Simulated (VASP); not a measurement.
Here is a VASP 6.6.1 calculation.

Contents of INCAR:

```
SYSTEM = BN
PREC = Accurate ; ENCUT = 520
EDIFF = 1E-7 ; ISMEAR = 0
SIGMA = 0.05 ; LREAL = .FALSE.
LASPH = .TRUE. ; NELM = 100
ALGO = Normal ; ISIF = 2
LWAVE = .FALSE. ; LCHARG = .FALSE.
GGA = PE ; NBANDS = 11
```

The input KPOINTS:

```
Automatic mesh
0
G
  12 12 12
  0 0 0
```

The input POSCAR:

```
BN
1.0
    0.0000000000      2.1249864663      1.7714125261
    1.7714125261      0.0000000000      1.7714125261
    1.7714125261      2.1249864663      0.0000000000
B N
1 1
Direct
    0.0000000000      0.0000000000      0.0000000000
    0.7500000000      0.7500000000      0.7500000000
```

Potentials or basis: VASP PAW PBE potentials, release 64 (B, N).

Launch:

```sh
$ cat potpaw_PBE.64/B/POTCAR potpaw_PBE.64/N/POTCAR > POTCAR
$ mpirun -np 1 vasp_std > vasp.out
```

Problem. What does it give for the band gap on the k mesh?

Solution. 2.79 eV, indirect (least direct gap 6.27 eV).

Problem. Predict the pressure.

Solution. -33.3 GPa.

Stress tensor (GPa, compression positive):
```
   7.37    0.00    0.00
   0.00 -114.68    0.00
   0.00    0.00    7.37
```

 A k mesh can miss the band edges.
